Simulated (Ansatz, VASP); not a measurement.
# Nb3GaSe2 in VASP and in Ansatz

```xyz
6
Lattice="3.3866 0.0000 0.0000 0.0000 3.3866 0.0000 0.0000 0.0000 10.1249" Properties=species:S:1:pos:R:3 pbc="T T T"
Nb    1.6933    1.6933    1.8604
Nb    1.6933    1.6933    5.0625
Nb    1.6933    1.6933    8.2645
Ga    0.0000    0.0000    0.0000
Se    0.0000    0.0000    3.3844
Se    0.0000    0.0000    6.7405
```

Change from the starting cell: species swapped into the Al3Ni2Pt type (P4/mmm, No. 123).

Alike in both runs: task relaxation of cell and atoms; functional PBE; k mesh 6 × 6 × 2; occupations gaussian, width 0.1 eV; no spin polarisation.

|  | VASP | Ansatz |
| --- | --- | --- |
| version | VASP 6.6.1 | Ansatz 0.2.0 |
| potentials or method | VASP PAW PBE potentials, release 64 (Nb_sv, Ga_d, Se), cutoff 600 eV | scalar-relativistic, plane waves, PAW |
| valence electrons in the cell | 64 | 84 |

Ansatz gave:

| Item | Value |
| --- | --- |
| gap on the k mesh at the Fermi level, each at its own relaxed structure (eV) | none |
| relaxed volume (Å³/atom) | 16.87 |
| relaxed cell length with the largest relative difference (Å) | 3.175 |

Problem. Which values does VASP return?

Solution. gap on the k mesh at the Fermi level, each at its own relaxed structure (eV): none; relaxed volume (Å³/atom): 16.86; relaxed cell length with the largest relative difference (Å): 3.174.

A gap of «none» marks a metal or a gap that the smearing closes. VASP's potentials hold 64 valence electrons a cell and Ansatz's 84, so a difference there can come from the potentials and not from the codes.
